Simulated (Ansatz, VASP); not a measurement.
## Two plane-wave programs on Si3N4

```
CELL_PARAMETERS angstrom
7.75778 0.00000 0.00000
-3.87889 6.71843 0.00000
0.00000 0.00000 2.96376
ATOMIC_POSITIONS crystal
Si 0.22771 0.82187 0.75000
Si 0.40584 0.22771 0.25000
Si 0.82187 0.59416 0.25000
Si 0.17813 0.40584 0.75000
Si 0.59416 0.77229 0.75000
Si 0.77229 0.17813 0.25000
N 0.33333 0.66667 0.75000
N 0.66667 0.33333 0.25000
N 0.96593 0.66910 0.75000
N 0.29683 0.96593 0.25000
N 0.66910 0.70317 0.25000
N 0.33090 0.29683 0.75000
N 0.03407 0.33090 0.25000
N 0.70317 0.03407 0.75000
```

Change from the starting cell: hydrostatic strain +2.0%.

Alike in both runs: task single point; functional PBE; k mesh 6 × 6 × 8; occupations fermi-dirac, width 0.02 eV; no spin polarisation.

|  | VASP | Ansatz |
| --- | --- | --- |
| version | VASP 6.6.1 | Ansatz 0.2.0 |
| potentials or method | VASP PAW PBE potentials, release 64 (Si, N) | plane waves, PAW |
| plane-wave cutoff (eV) | 520 | 420 |
| valence electrons in the cell | 64 | 64 |

```tsv
	VASP	Ansatz	Ansatz less VASP
gap on the k mesh at the Fermi level (eV)	4.11	4.12	+0.010
pressure (GPa)	-8.2	-7.9	+0.27
traceless stress, the component that is largest in VASP (GPa)	-0.41	-0.38	+0.027
rms of the force components (eV/Å)	0.017	0.018	+0.0001
```

Atom by atom the forces differ by 0.001 eV/Å (rms over components).
